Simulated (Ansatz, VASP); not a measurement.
# Two plane-wave programs on ZnO

```
Zn O
1.0
     3.24931    0.00000    0.00000
    -1.62465    2.81398    0.00000
     0.00000    0.00000    5.20571
Zn O
2 2
Direct
  0.66667 0.33333 0.00000
  0.33333 0.66667 0.50000
  0.33333 0.66667 0.87901
  0.66667 0.33333 0.37901
```

Alike in both runs: task relaxation of cell and atoms; functional RPBE; dispersion D4; k mesh 9 × 9 × 5; occupations fermi-dirac, width 0.05 eV; no spin polarisation.

|  | VASP | Ansatz |
| --- | --- | --- |
| version | VASP 6.6.1 | Ansatz 0.2.0 |
| potentials or method | VASP PAW PBE potentials, release 64 (Zn, O) | Ansatz PAW |
| plane-wave cutoff (eV) | 600 | 420 |
| valence electrons in the cell | 36 | 36 |

Ansatz gave:

* relaxed volume (Å³/atom): 12.06
* relaxed cell length with the largest relative difference (Å): 3.258

Problem. Estimate VASP's values.

Solution. Relaxed volume (Å³/atom): 12.15; relaxed cell length with the largest relative difference (Å): 3.268.

VASP's potentials were made for PBE, not for RPBE.

Noted on Ansatz's run: odd divisions of the mesh miss points on the zone boundary, where band edges often lie, so the gap on the mesh can be too wide; the plane-wave basis is chosen anew once the cell has moved, so the energies of steps on either side of that aren't comparable.
